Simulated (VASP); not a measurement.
# Bi2Te3 (Tellurobismuthite) (R-3m) in VASP: single point with PBE

Aim: the single point of Bi2Te3 (Tellurobismuthite) with PBE.

Program: VASP 6.6.1. These are calculated values, not measurements. Logs are shortened: lines on timing, memory, paths and dates and some standing lists are left out, and cuts for length are marked.

**Experimental background.**

“Vacancy and Antisite-Induced Ferromagnetism in Liquid-Phase Exfoliated Bi2Te3”, 2024, arxiv:2412.10539 quotes, for a bulk crystal of Bi2Te3: band gap 0.17 eV.

The results are compared with them further down.

## (1) The cell of the first run

It takes space group R-3m (No. 166, trigonal). The conventional cell has a = 4.386 Å, b = 4.386 Å, c = 30.497 Å, α = 90.00°, β = 90.00°, γ = 120.00°. Bi (site symmetry 3m) has 6 Te at 3.07 to 3.25 Å within 4.0 Å. Te (site symmetry -3m) has 6 Bi at 3.25 Å within 4.3 Å. Te (site symmetry 3m) has 3 Bi at 3.07 Å and 3 Te at 3.64 Å within 4.0 Å.

## (2) Single point, PBE

Contents of INCAR:

```
SYSTEM = Bi2Te3
ALGO = Normal
EDIFF = 1E-7
ENCUT = 520
GGA = PE
ISIF = 2
ISMEAR = 0
LASPH = .TRUE.
LCHARG = .FALSE.
LREAL = .FALSE.
LWAVE = .FALSE.
NBANDS = 32
NELM = 60
PREC = Accurate
SIGMA = 0.01
```

Contents of KPOINTS:

```
k-points
0
G
  6 6 6
  0 0 0
```

Contents of POSCAR:

```
Bi2Te3
1.0
    2.1930000000      1.2661291400     10.1656666700
   -2.1930000000      1.2661291400     10.1656666700
    0.0000000000     -2.5322582800     10.1656666700
Bi Te
2 3
Direct
    0.3999999999      0.3999999999      0.3999999999
    0.5999999998      0.5999999998      0.5999999998
    0.0000000000      0.0000000000      0.0000000000
    0.2094999999      0.2094999999      0.2094999999
    0.7904999997      0.7904999997      0.7904999997
```

Potentials or basis: VASP PAW PBE potentials, release 64 (Bi_d, Te).

Run with:

```
> cat potpaw_PBE.64/Bi_d/POTCAR potpaw_PBE.64/Te/POTCAR > POTCAR
> mpirun -np 1 vasp_std > vasp.out
```

OUTCAR:

```text
SYSTEM = Bi2Te3
   EDIFF = 1E-7
   ENCUT = 520
   GGA = PE
   ISIF = 2
   ISMEAR = 0
   LASPH = .TRUE.
   LREAL = .FALSE.
   NELM = 60
   PREC = Accurate

 ion  position               nearest neighbor table
   1  0.400  0.400  0.400-   5 3.07   5 3.07   5 3.07   3 3.25   3 3.25   3 3.25
   2  0.600  0.600  0.600-   4 3.07   4 3.07   4 3.07   3 3.25   3 3.25   3 3.25
   3  0.000  0.000  0.000-   1 3.25   1 3.25   1 3.25   2 3.25   2 3.25   2 3.25
   4  0.209  0.209  0.209-   2 3.07   2 3.07   2 3.07   5 3.64   5 3.64   5 3.64
   5  0.790  0.790  0.790-   1 3.07   1 3.07   1 3.07   4 3.64   4 3.64   4 3.64

  LATTYP: Found a trigonal (rhomboedric) cell.
 ALAT       =    10.4763118913
 COS(alpha) =     0.9123624112

  Lattice vectors:

 A1 = (   2.1930000000,   1.2661291400,  10.1656666700)
 A2 = (  -2.1930000000,   1.2661291400,  10.1656666700)
 A3 = (   0.0000000000,  -2.5322582800,  10.1656666700)

Analysis of symmetry for initial positions (statically):
=====================================================================
 Subroutine PRICEL returns:
 Original cell was already a primitive cell.

 Routine SETGRP: Setting up the symmetry group for a
 trigonal (rhombohedral) supercell.

 Subroutine GETGRP returns: Found 12 space group operations
 (whereof 12 operations were pure point group operations)
 out of a pool of 12 trial point group operations.

The static configuration has the point symmetry D_3d.

Analysis of symmetry for dynamics (positions and initial velocities):
=====================================================================
 Subroutine PRICEL returns:
 Original cell was already a primitive cell.

 Routine SETGRP: Setting up the symmetry group for a
 trigonal (rhombohedral) supercell.

 Subroutine GETGRP returns: Found 12 space group operations
 (whereof 12 operations were pure point group operations)
 out of a pool of 12 trial point group operations.

The dynamic configuration has the point symmetry D_3d.

 Subroutine INISYM returns: Found 12 space group operations
 (whereof 12 operations are pure point group operations),
 and found     1 'primitive' translations

----------------------------------------------------------------------------------------

                                     Primitive cell

  volume of cell :     169.3572

  direct lattice vectors                    reciprocal lattice vectors
[... 88 lines left out ...]
   LNONCOLLINEAR =      F non collinear calculations
   LSORBIT =      F    spin-orbit coupling
   LASPH  =      T    aspherical Exc in radial PAW
   ENCUT  =  520.0 eV  38.22 Ry    6.18 a.u.  19.48 19.48 19.48*2*pi/ulx,y,z
   NELM   =     60;   NELMIN=  2; NELMDL= -5     # of ELM steps
   EDIFF  = 0.1E-06   stopping-criterion for ELM
   LREAL  =      F    real-space projection
   EDIFFG = 0.1E-05   stopping-criterion for IOM
   NSW    =      0    number of steps for IOM
   IBRION =     -1    ionic relax: 0-MD 1-quasi-New 2-CG
   NFREE  =      0    steps in history (QN), initial steepest desc. (CG)
   ISIF   =      2    stress and relaxation
   ISYM   =      2    0-nonsym 1-usesym 2-fastsym
   POTIM  = 0.5000    time-step for ionic-motion
   TEBEG  =    0.0;   TEEND  =   0.0 temperature during run
   PSTRESS=    0.0 pullay stress
   NELECT =      48.0000    total number of electrons
   NUPDOWN=      -1.0000    fix difference up-down
   EMIN   =  10.00;   EMAX   =-10.00  energy-range for DOS
   EFERMI =   0.00;   METHOD = LEGACY
   ISMEAR =     0;   SIGMA  =   0.01  broadening in eV -4-tet -1-fermi 0-gaus
   EFERMI_NEDOS =   21; number of points for ismear=-14 and -15
   IALGO  =     38    algorithm
   IMIX   =      4    mixing-type and parameters
     AMIX     =   0.40;   BMIX     =  1.00
     AMIX_MAG =   1.60;   BMIX_MAG =  1.00
  volume/ion in A,a.u.               =      33.87       228.58
  Fermi-wavevector in a.u.,A,eV,Ry     =   1.075360  2.032136 15.733774  1.156400
  Thomas-Fermi vector in A             =   2.211215
   LORBIT       =      0    0 simple, 1 ext, 2 COOP (PROOUT), +10 PAW based schemes
   GGA     = PE    functional components
   LHFCALC =     F    Hartree Fock is set to
   AEXX    =    0.0000 exact exchange contribution
   IVDW    =     0    specifies the selected vdW correction
   LEPSILON=     F    determine dielectric tensor
   LRPA    =     F    only Hartree local field effects (RPA)
 non-spin polarized calculation
 Gauss-broadening in eV      SIGMA  =   0.01
  energy-cutoff  :      520.00
  volume of cell :      169.36
 maximum number of plane-waves:      4580
 NGX is ok and might be reduce to    80
   NGX = 39   NGY = 39   NGZ = 39

 number of electron      48.0000004 magnetization

 Free energy of the ion-electron system (eV)
  ---------------------------------------------------
  ext. energy  EPLUGINS =         0.00000000
  ---------------------------------------------------
  free energy    TOTEN  =       -18.33540400 eV

  energy without entropy =      -18.33540400  energy(sigma->0) =      -18.33540400

 E-fermi :   6.3351     XC(G=0):  -9.3291

 val. band max:        6.2233692330   @ k =   0.0000   0.0000   0.0000
 cond. band min:       6.5043307560   @ k =   0.0000   0.0000   0.0000
 fundamental gap:      0.2809615230
 Fermi energy:         6.3350526767

 k-point     1 :       0.0000    0.0000    0.0000
  band No.  band energies     occupation
      1     -16.9962      2.00000
      2     -16.9962      2.00000
      3     -16.9948      2.00000
      4     -16.9948      2.00000
      5     -16.9873      2.00000
      6     -16.9860      2.00000
[... 829 lines left out ...]
     31      10.8995      0.00000
     32      11.5250      0.00000

 [... further k-points ...]
[... 5 lines left out ...]
  --------------------------------------------------------------------------------------
  -------------------------------------------------------------------------------------
  Total        2.0521222      2.0521222      1.8693089      0.0000000      0.0000000      0.0000000
  in kB       19.4137775     19.4137775     17.6843016      0.0000000      0.0000000      0.0000000
  external PRESSURE =      18.8372855 kB  Pullay stress =       0.0000000 kB

 VOLUME and BASIS-vectors are now :
 -----------------------------------------------------------------------------
  energy-cutoff  :      520.00
  volume of cell :      169.36
      direct lattice vectors                 reciprocal lattice vectors
     2.193000000  1.266129140 10.165666670     0.227998176  0.131634808  0.032790110
    -2.193000000  1.266129140 10.165666670    -0.227998176  0.131634808  0.032790110
     0.000000000 -2.532258280 10.165666670     0.000000000 -0.263269617  0.032790110

 POSITION                                       TOTAL-FORCE (eV/Angst)
 -----------------------------------------------------------------------------------
      0.00000      0.00000     12.19880         0.000000      0.000000      0.015875
      0.00000      0.00000     18.29820         0.000000     -0.000000     -0.015875
      0.00000      0.00000      0.00000         0.000000      0.000000     -0.000000
      0.00000      0.00000      6.38912         0.000000      0.000000      0.024648
      0.00000      0.00000     24.10788         0.000000      0.000000     -0.024648
 -----------------------------------------------------------------------------------
    total drift:                                0.000000     -0.000000      0.000013

  FREE ENERGIE OF THE ION-ELECTRON SYSTEM (eV)
  ---------------------------------------------------
  free  energy   TOTEN  =       -18.3354039998 eV

  energy  without entropy=      -18.3354039998  energy(sigma->0) =      -18.33540400
```

OSZICAR:

```text
N       E                     dE             d eps       ncg     rms          rms(c)
DAV:   1     0.430299400072E+03    0.43030E+03   -0.21553E+04  2048   0.144E+03
DAV:   2     0.270192728957E+02   -0.40328E+03   -0.38692E+03  2128   0.375E+02
DAV:   3    -0.167042289385E+02   -0.43724E+02   -0.41757E+02  2672   0.136E+02
DAV:   4    -0.185152358779E+02   -0.18110E+01   -0.18055E+01  2288   0.293E+01
DAV:   5    -0.186027641542E+02   -0.87528E-01   -0.87522E-01  3048   0.648E+00    0.764E+00
DAV:   6    -0.183235904902E+02    0.27917E+00   -0.35679E-01  2720   0.461E+00    0.558E+00
DAV:   7    -0.183339514458E+02   -0.10361E-01   -0.21820E-01  2616   0.203E+00    0.122E+00
DAV:   8    -0.183351734496E+02   -0.12220E-02   -0.29637E-02  2312   0.964E-01    0.588E-01
DAV:   9    -0.183350426742E+02    0.13078E-03   -0.24212E-03  2440   0.355E-01    0.349E-01
DAV:  10    -0.183353685583E+02   -0.32588E-03   -0.96516E-04  2208   0.150E-01    0.674E-02
DAV:  11    -0.183353954769E+02   -0.26919E-04   -0.50383E-05  2536   0.415E-02    0.334E-02
DAV:  12    -0.183354023586E+02   -0.68817E-05   -0.15377E-05  2568   0.185E-02    0.155E-02
DAV:  13    -0.183354039565E+02   -0.15978E-05   -0.35771E-06  1944   0.103E-02    0.234E-03
DAV:  14    -0.183354039998E+02   -0.43333E-07   -0.43822E-07  2296   0.417E-03
   1 F= -.18335404E+02 E0= -.18335404E+02  d E =-.176437E-58
```

Wall time 13 min (1 thread of Intel Xeon Platinum 8259CL at 2.50GHz (Skylake/Cascade Lake), shared host); peak memory 0.96 GiB.

Results:

```yaml
Free_energy: -18.3354 eV
Pressure: 1.9 GPa
Largest_force: 0.025 eV/Å
Band_gap_on_the_k_mesh: 0.28 eV, direct
```

Forces in eV/Å, atoms in the order of the input:
```
Bi   0.000  0.000  0.016
Bi   0.000  0.000 -0.016
Te   0.000  0.000  0.000
Te   0.000  0.000  0.025
Te   0.000  0.000 -0.025
```

Stress tensor (GPa, compression positive):
```
1.94 0.00 0.00
0.00 1.94 0.00
0.00 0.00 1.77
```

Caveat: spin-orbit coupling is left out, which moves the levels of the heavy elements.

## (3) How close it comes

Step 2. Against the measured gap of Bi2Te3, 0.17 eV (quoted in “Vacancy and Antisite-Induced Ferromagnetism in Liquid-Phase Exfoliated Bi2Te3”, 2024, arxiv:2412.10539), the calculated 0.28 eV is off by +0.11 eV. Spin-orbit coupling on Bi, Te is left out. The value is that of PBE on a finite k mesh, which can miss the band edges, without temperature or zero-point motion.
